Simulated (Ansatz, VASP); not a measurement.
Two plane-wave programs on Al2Cu

```
Al Cu
1.0
     3.96165    0.00000    0.00000
     0.00000    3.96165    0.00000
     0.00000    0.00000    2.84639
Al Cu
2 1
Direct
  0.50000 0.00000 0.50000
  0.00000 0.50000 0.50000
  0.00000 0.00000 0.00000
```

Change from the starting cell: strain -0.030 along x and y, +0.000 along z, atoms carried along.

Alike in both runs: task single point; functional PBEsol; k mesh 12 × 12 × 16; occupations gaussian, width 0.15 eV; no spin polarisation.

```csv
,VASP,Ansatz
version,VASP 6.6.1,Ansatz 0.2.0
potentials or method,"VASP PAW PBE potentials, release 64 (Al, Cu), cutoff 520 eV","scalar-relativistic, plane waves, PAW"
valence electrons in the cell,17,25
```

```csv
,VASP,Ansatz,Ansatz less VASP
gap on the k mesh at the Fermi level (eV),none,none,-
pressure (GPa),7.2,7.1,-0.09
"traceless stress, the component that is largest in VASP (GPa)",-2.64,-2.65,-0.012
```

VASP's potentials were made for PBE, not for PBEsol. A gap of «none» marks a metal or a gap that the smearing closes. With one functional, cell and mesh, what is left measures potentials, basis and numerics. VASP's potentials hold 17 valence electrons a cell and Ansatz's 25, so a difference there can come from the potentials and not from the codes.
